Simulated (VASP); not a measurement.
A run of VASP 6.6.1:

The input INCAR:

```
SYSTEM = Si
PREC = Accurate
ENCUT = 520
EDIFF = 1E-6
ISMEAR = 0
SIGMA = 0.05
LREAL = Auto
LASPH = .TRUE.
NELM = 60
ALGO = Normal
ISIF = 2
LWAVE = .FALSE.
LCHARG = .FALSE.
NBANDS = 163
```

Contents of KPOINTS:

```
Automatic mesh
0
G
  1 1 1
  0 0 0
```

File POSCAR:

```
Si
1.0
   10.8600000000      0.0000000000      0.0000000000
    0.0000000000     10.8600000000      0.0000000000
    0.0000000000      0.0000000000     10.8600000000
Si
63
Direct
    0.5000674033      0.0016534991     -0.0009895028
    0.6254963168      0.1252984346      0.1275612339
    0.7466054328      0.2527000921      0.0020104052
    0.8761162983      0.3742257827      0.1263970534
    0.7546649171      0.0003301105      0.2517693370
    0.8813830571      0.1247700737      0.3811651013
   -0.0011805709      0.0013644567     -0.0022853591
    0.1242429098      0.1241674033      0.1246132597
    0.2476202578      0.2490176796     -0.0013250460
    0.3760372928      0.3738891344      0.1234476980
    0.4974941989      0.5026756906     -0.0013678637
    0.6237315838      0.6247911602      0.1249504604
    0.7474208103      0.7501746777     -0.0004605893
    0.8759079190      0.8721143646      0.1235215470
    0.2498866483     -0.0000154696      0.2498278085
    0.3732226519      0.1247264273      0.3777232965
    0.4989317680      0.2500076427      0.2514534070
    0.6256485267      0.3745840700      0.3751760589
    0.7501829650      0.4999442910      0.2498630755
    0.8761525783      0.6233940147      0.3754319521
    0.5016834254      0.0000280847      0.4985546041
    0.6255160221      0.1251743094      0.6245971455
    0.7511424494      0.2494447514      0.5003296501
    0.8808516575      0.3690498158      0.6250370166
    0.7501963168      0.0000412523      0.7497718232
    0.8714274401      0.1273918969      0.8779099448
    0.0009819521      0.5001249540      0.0007900552
    0.1262202578      0.6290963168      0.1205841621
    0.2450715470      0.7635406077     -0.0138088398
    0.3720323204      0.8763277164      0.1204215470
    0.0021708103      0.2491744936      0.2523928177
    0.1277247698      0.3680444751      0.3817487109
    0.2510071823      0.4992219153      0.2508353591
    0.3763840700      0.6262561694      0.3760755985
    0.4975331492      0.7511873849      0.2471155617
    0.6248447514      0.8743336096      0.3717232044
    0.0062859116     -0.0036088398      0.5093563536
    0.1389184162      0.0874250460      0.6618700737
    0.2472663904      0.2334317680      0.5161649171
    0.3730152855      0.3718201657      0.6251628913
    0.4989390424      0.4980864641      0.5000855433
    0.6250510129      0.6225569982      0.6246220074
    0.7463833333      0.7476087477      0.4969992634
    0.8710761510      0.8716221915      0.6223829650
    0.3795175875      0.1308446593      0.8773743094
    0.5018976059      0.2513674954      0.7498799263
    0.6249485267      0.3781729282      0.8754931860
    0.7544752302      0.4986527624      0.7498165746
    0.8763313076      0.6262342541      0.8779229282
    0.0007034070      0.7490157459      0.2492176796
    0.1242778085      0.8748383057      0.3748893186
    0.0020365562      0.4973500000      0.5005818600
    0.1241765193      0.6250641805      0.6254956722
    0.2474661142      0.7510500921      0.5005895028
    0.3783504604      0.8732488029      0.6190127072
    0.0062619705      0.2404862799      0.7527650092
    0.1244248619      0.3745130755      0.8746374770
    0.2498907919      0.4999893186      0.7497917127
    0.3721313996      0.6294252302      0.8733846225
    0.4994109576      0.7515338858      0.7479517495
    0.6238648250      0.8757536832      0.8739954880
   -0.0012133517      0.7520564457      0.7483255985
    0.1232786372      0.8991186004      0.8505563536
```

Potentials or basis: VASP PAW LDA potentials, release 64 (Si).

The run is started by

```sh
$ cat potpaw_LDA.64/Si/POTCAR > POTCAR
$ mpirun -np 1 vasp_gam > vasp.out
```

Hardware: 1 thread of Intel(R) Xeon(R) Platinum 8559C (Emerald Rapids) (shared host).

Question: How long does it take, and how much memory?

Answer: Wall time 5.6 min on 1 thread of Intel(R) Xeon(R) Platinum 8559C (Emerald Rapids) (shared host), peak memory 0.67 GiB. Counts: scf iterations 15, k points 1.
